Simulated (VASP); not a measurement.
# Ti4H in VASP: further runs, part 2 of 2

VASP 6.6.1. Earlier steps stand in the parts before.

### Step 3. Single point, PBE

INCAR

```
PREC = Accurate ; ENCUT = 520
EDIFF = 1E-6 ; ISMEAR = 0
SIGMA = 0.1 ; LREAL = F
LASPH = T ; NELM = 100
ALGO = Normal ; ISIF = 2
LWAVE = F ; LCHARG = T
LDIPOL = T ; IDIPOL = 3
DIPOL = 0.5 0.5 0.341 ; GGA = PE
LELF = T ; LVHAR = T
LVACPOTAV = T ; NBANDS = 32
```

KPOINTS

```
Automatic mesh
0
Gamma
  8 8 1
```

POSCAR

```
Ti4H
1.0
    3.2553359259      0.0000000000      0.0000000000
    0.0000000000      3.2553359259      0.0000000000
    0.0000000000      0.0000000000     20.1793674375
Ti H
4 1
Direct
    0.5000000000      0.5000000000      0.1982222690
    0.0000000000      0.0000000000      0.2788822782
    0.5000000000      0.5000000000      0.3551865247
    0.0000000000      0.0000000000      0.4301109767
    0.2500000000      0.5000000000      0.4449129677
```

Potentials or basis: VASP PAW PBE potentials, release 64 (Ti_sv, H).

The run is started by

```bash
$ cat potpaw_PBE.64/Ti_sv/POTCAR potpaw_PBE.64/H/POTCAR > POTCAR
$ mpirun -np 1 vasp_std > vasp.out
```

OUTCAR:

```text
PREC = Accurate
   ENCUT = 520
   EDIFF = 1E-6
   ISMEAR = 0
   LREAL = F
   LASPH = T
   NELM = 100
   ISIF = 2
   GGA = PE

 ion  position               nearest neighbor table
   1  0.500  0.500  0.198-   2 2.82   2 2.82   2 2.82   2 2.82
   2  0.000  0.000  0.279-   3 2.77   3 2.77   3 2.77   3 2.77   1 2.82   1 2.82   1 2.82   1 2.82

   3  0.500  0.500  0.355-   4 2.75   4 2.75   4 2.75   4 2.75   2 2.77   2 2.77   2 2.77   2 2.77

   4  0.000  0.000  0.430-   5 1.84   5 1.84   3 2.75   3 2.75   3 2.75   3 2.75
   5  0.250  0.500  0.445-   4 1.84   4 1.84

  LATTYP: Found a simple tetragonal cell.
 ALAT       =     3.2553359259
 C/A-ratio  =     6.1988587036

  Lattice vectors:

 A1 = (   3.2553359259,   0.0000000000,   0.0000000000)
 A2 = (   0.0000000000,   3.2553359259,   0.0000000000)
 A3 = (   0.0000000000,   0.0000000000,  20.1793674375)

Analysis of symmetry for initial positions (statically):
=====================================================================
 Subroutine PRICEL returns:
 Original cell was already a primitive cell.

 Routine SETGRP: Setting up the symmetry group for a
 simple tetragonal supercell.

 Subroutine GETGRP returns: Found  2 space group operations
 (whereof  2 operations were pure point group operations)
 out of a pool of 16 trial point group operations.

The static configuration has the point symmetry C_1h.

Analysis of symmetry for dynamics (positions and initial velocities):
=====================================================================
 Subroutine PRICEL returns:
 Original cell was already a primitive cell.

 Routine SETGRP: Setting up the symmetry group for a
 simple tetragonal supercell.

 Subroutine GETGRP returns: Found  2 space group operations
 (whereof  2 operations were pure point group operations)
 out of a pool of 16 trial point group operations.

The dynamic configuration has the point symmetry C_1h.

 Subroutine INISYM returns: Found  2 space group operations
 (whereof  2 operations are pure point group operations),
 and found     1 'primitive' translations

----------------------------------------------------------------------------------------

                                     Primitive cell

  volume of cell :     213.8450

  direct lattice vectors                    reciprocal lattice vectors
     3.255335926  0.000000000  0.000000000     0.307187959  0.000000000  0.000000000
     0.000000000  3.255335926  0.000000000     0.000000000  0.307187959  0.000000000
     0.000000000  0.000000000 20.179367438     0.000000000  0.000000000  0.049555567

  length of vectors
     3.255335926  3.255335926 20.179367438     0.307187959  0.307187959  0.049555567

  position of ions in fractional coordinates (direct lattice)
     0.500000000  0.500000000  0.198222269
     0.000000000  0.000000000  0.278882278
     0.500000000  0.500000000  0.355186525
     0.000000000  0.000000000  0.430110977
     0.250000000  0.500000000  0.444912968

  ion indices of the primitive-cell ions
   primitive index   ion index
                 1           1
                 2           2
                 3           3
                 4           4
                 5           5

----------------------------------------------------------------------------------------

 KPOINTS: Automatic mesh

Automatic generation of k-mesh.
 Grid dimensions read from file:
 generate k-points for:    8    8    1

 Generating k-lattice:

  Cartesian coordinates                     Fractional coordinates (reciprocal lattice)
     0.038398495  0.000000000  0.000000000     0.125000000  0.000000000  0.000000000
     0.000000000  0.038398495  0.000000000     0.000000000  0.125000000  0.000000000
     0.000000000  0.000000000  0.049555567     0.000000000  0.000000000  1.000000000

  Length of vectors
     0.038398495  0.038398495  0.049555567

  Shift w.r.t. Gamma in fractional coordinates (k-lattice)
     0.000000000  0.000000000  0.000000000

 Subroutine IBZKPT returns following result:
 ===========================================

 Found     25 irreducible k-points:

 Following reciprocal coordinates:
            Coordinates               Weight
  0.000000  0.000000  0.000000      1.000000
  0.125000  0.000000  0.000000      2.000000
  0.000000  0.125000  0.000000      2.000000
  0.250000  0.000000  0.000000      2.000000
  0.000000  0.250000  0.000000      2.000000
  0.375000  0.000000  0.000000      2.000000
[... 16 lines left out ...]
  0.500000  0.375000  0.000000      2.000000
 -0.375000  0.500000  0.000000      2.000000
   k-points           NKPTS =     25   k-points in BZ     NKDIM =     25   number of bands    NBANDS=     32
   number of dos      NEDOS =    301   number of ions     NIONS =      5
   total plane-waves  NPLWV =  86400
   dimension x,y,z NGX =    24 NGY =   24 NGZ =  150
   dimension x,y,z NGXF=    48 NGYF=   48 NGZF=  300
   ions per type =               4   1
   NGX,Y,Z   is equivalent  to a cutoff of  12.26, 12.26, 12.36 a.u.
   NGXF,Y,Z  is equivalent  to a cutoff of  24.51, 24.51, 24.72 a.u.
 SYSTEM =  unknown system
   PREC   = accura    normal or accurate (medium, high low for compatibility)
   ISTART =      0    job   : 0-new  1-cont  2-samecut
   ICHARG =      2    charge: 1-file 2-atom 10-const
   ISPIN  =      1    spin polarized calculation?
   LNONCOLLINEAR =      F non collinear calculations
   LSORBIT =      F    spin-orbit coupling
   LASPH  =      T    aspherical Exc in radial PAW
   ENCUT  =  520.0 eV  38.22 Ry    6.18 a.u.   6.05  6.05 37.52*2*pi/ulx,y,z
   NELM   =    100;   NELMIN=  2; NELMDL= -5     # of ELM steps
   EDIFF  = 0.1E-05   stopping-criterion for ELM
   LREAL  =      F    real-space projection
[... 7 lines left out ...]
   TEBEG  =    0.0;   TEEND  =   0.0 temperature during run
   PSTRESS=    0.0 pullay stress
   NELECT =      49.0000    total number of electrons
   NUPDOWN=      -1.0000    fix difference up-down
   EMIN   =  10.00;   EMAX   =-10.00  energy-range for DOS
   EFERMI =   0.00;   METHOD = LEGACY
   ISMEAR =     0;   SIGMA  =   0.10  broadening in eV -4-tet -1-fermi 0-gaus
   EFERMI_NEDOS =   21; number of points for ismear=-14 and -15
   IALGO  =     38    algorithm
   IMIX   =      4    mixing-type and parameters
     AMIX     =   0.40;   BMIX     =  1.00
     AMIX_MAG =   1.60;   BMIX_MAG =  1.00
  volume/ion in A,a.u.               =      42.77       288.62
  Fermi-wavevector in a.u.,A,eV,Ry     =   1.001783  1.893096 13.654397  1.003570
  Thomas-Fermi vector in A             =   2.134228
   LORBIT       =      0    0 simple, 1 ext, 2 COOP (PROOUT), +10 PAW based schemes
   GGA     = PE    functional components
   LHFCALC =     F    Hartree Fock is set to
   AEXX    =    0.0000 exact exchange contribution
   IVDW    =     0    specifies the selected vdW correction
   LEPSILON=     F    determine dielectric tensor
   LRPA    =     F    only Hartree local field effects (RPA)
 non-spin polarized calculation
 Gauss-broadening in eV      SIGMA  =   0.10
  energy-cutoff  :      520.00
  volume of cell :      213.85
 maximum number of plane-waves:      5808
   NGX = 13   NGY = 13   NGZ = 75

 dipolmoment           0.000000      0.000000      0.000054 electrons x Angstroem

 number of electron      49.0000023 magnetization

 dipolmoment           0.000000      0.000000     -0.000048 electrons x Angstroem

 Free energy of the ion-electron system (eV)
  ---------------------------------------------------
  ext. energy  EPLUGINS =         0.00000000
  ---------------------------------------------------
  free energy    TOTEN  =       -32.83174726 eV

  energy without entropy =      -32.78816699  energy(sigma->0) =      -32.80995713

 E-fermi :   0.6664     XC(G=0):  -4.8546

 val. band max:        0.6633033196   @ k =   0.1250   0.0000   0.0000
 cond. band min:       0.6692078131   @ k =   0.3750   0.0000   0.0000
 fundamental gap:      0.0059044935
 Fermi energy:         0.6663865918

 k-point     1 :       0.0000    0.0000    0.0000
  band No.  band energies     occupation
      1     -56.3932      2.00000
      2     -56.2418      2.00000
      3     -55.6632      2.00000
      4     -55.5044      2.00000
      5     -32.7355      2.00000
      6     -32.6042      2.00000
[... 24 lines left out ...]
     31       2.2357      0.00000
     32       2.2663      0.00000
[... 774 lines left out ...]
      2     -56.2128      2.00000
      3     -55.6087      2.00000
      4     -55.5330      2.00000
      5     -32.7107      2.00000
      6     -32.6873      2.00000
[... 24 lines left out ...]
     31       2.6025      0.00000
     32       2.6404      0.00000

 [... further k-points ...]
[... 5 lines left out ...]
  --------------------------------------------------------------------------------------
  -------------------------------------------------------------------------------------
  Total       -1.3865414     -0.9672674     -1.3208110      0.0000000      0.0000000      0.8037032
  in kB      -10.3882942     -7.2469950     -9.8958271      0.0000000      0.0000000      6.0215335
  external PRESSURE =      -9.1770388 kB  Pullay stress =       0.0000000 kB

 VOLUME and BASIS-vectors are now :
 -----------------------------------------------------------------------------
  energy-cutoff  :      520.00
  volume of cell :      213.85
      direct lattice vectors                 reciprocal lattice vectors
     3.255335926  0.000000000  0.000000000     0.307187959  0.000000000  0.000000000
     0.000000000  3.255335926  0.000000000     0.000000000  0.307187959  0.000000000
     0.000000000  0.000000000 20.179367438     0.000000000  0.000000000  0.049555567

 POSITION                                       TOTAL-FORCE (eV/Angst)
 -----------------------------------------------------------------------------------
      1.62767      1.62767      4.00000        -0.009318      0.000000      0.504380
      0.00000      0.00000      5.62767         0.052293      0.000000     -0.567000
      1.62767      1.62767      7.16744        -0.474778      0.000000      0.439833
      0.00000      0.00000      8.67937        -0.245378      0.000000     -0.408002
      0.81383      1.62767      8.97806         0.677181      0.000000      0.030789
 -----------------------------------------------------------------------------------
    total drift:                                0.000028      0.000000     -0.000179

  FREE ENERGIE OF THE ION-ELECTRON SYSTEM (eV)
  ---------------------------------------------------
  free  energy   TOTEN  =       -32.8317472632 eV

  energy  without entropy=      -32.7881669914  energy(sigma->0) =      -32.80995713

 vacuum level on the upper side and lower side of the slab         3.897         3.898
```

OSZICAR:

```text
N       E                     dE             d eps       ncg     rms          rms(c)
DAV:   1     0.565347623114E+03    0.56535E+03   -0.26461E+04  1920   0.148E+03
DAV:   2     0.360313549405E+02   -0.52932E+03   -0.51556E+03  1744   0.476E+02
DAV:   3    -0.291209898595E+02   -0.65152E+02   -0.63720E+02  2744   0.148E+02
[... 22 lines left out ...]
DAV:  26    -0.328317298878E+02   -0.28042E-04   -0.34821E-06  1376   0.149E-02    0.199E-03
DAV:  27    -0.328317408069E+02   -0.10919E-04   -0.93785E-07  1216   0.502E-03    0.177E-03
DAV:  28    -0.328317452644E+02   -0.44575E-05   -0.44837E-07  1128   0.677E-03    0.120E-03
DAV:  29    -0.328317465076E+02   -0.12432E-05   -0.16919E-07  1032   0.254E-03    0.615E-04
DAV:  30    -0.328317472632E+02   -0.75561E-06   -0.12556E-07  1000   0.266E-03
   1 F= -.32831747E+02 E0= -.32809957E+02  d E =-.435803E-01
```

stdout:

```text
POSCAR found type information on POSCAR TiH
 POSCAR found :  2 types and       5 ions
 scaLAPACK will be used
 LDA part: xc-table for (Slater+PW92), standard interpolation
 POSCAR, INCAR and KPOINTS ok, starting setup
 FFT: planning ... GRIDC
 FFT: planning ... GRID_SOFT
 FFT: planning ... GRID
 WAVECAR not read
 entering main loop
 -----------------------------------------------------------------------------
|                                                                             |
|           W    W    AA    RRRRR   N    N  II  N    N   GGGG   !!!           |
|           W    W   A  A   R    R  NN   N  II  NN   N  G    G  !!!           |
|           W    W  A    A  R    R  N N  N  II  N N  N  G       !!!           |
|           W WW W  AAAAAA  RRRRR   N  N N  II  N  N N  G  GGG   !            |
|           WW  WW  A    A  R   R   N   NN  II  N   NN  G    G                |
|           W    W  A    A  R    R  N    N  II  N    N   GGGG   !!!           |
|                                                                             |
|     Did not find any points to average over, which means that no vacuum     |
|     field-free region was found. Please increase the size of  your cell     |
|     in the dimension of the dipole correction to obtain accurate            |
|     workfunction values.                                                    |
|                                                                             |
 -----------------------------------------------------------------------------
```

Run time: 2.8 min. Hardware: 1 thread of Intel Xeon 6975P-C (Granite Rapids), shared host; peak memory 0.36 GiB.

Results:

| Item | Value |
| --- | --- |
| Free energy | -32.8317 eV |
| Largest force | 0.678 eV/Å |

Forces in eV/Å, atoms in the order of the input:
```
Ti  -0.009  0.000  0.504
Ti   0.052  0.000 -0.567
Ti  -0.475  0.000  0.440
Ti  -0.245  0.000 -0.408
H    0.677  0.000  0.031
```
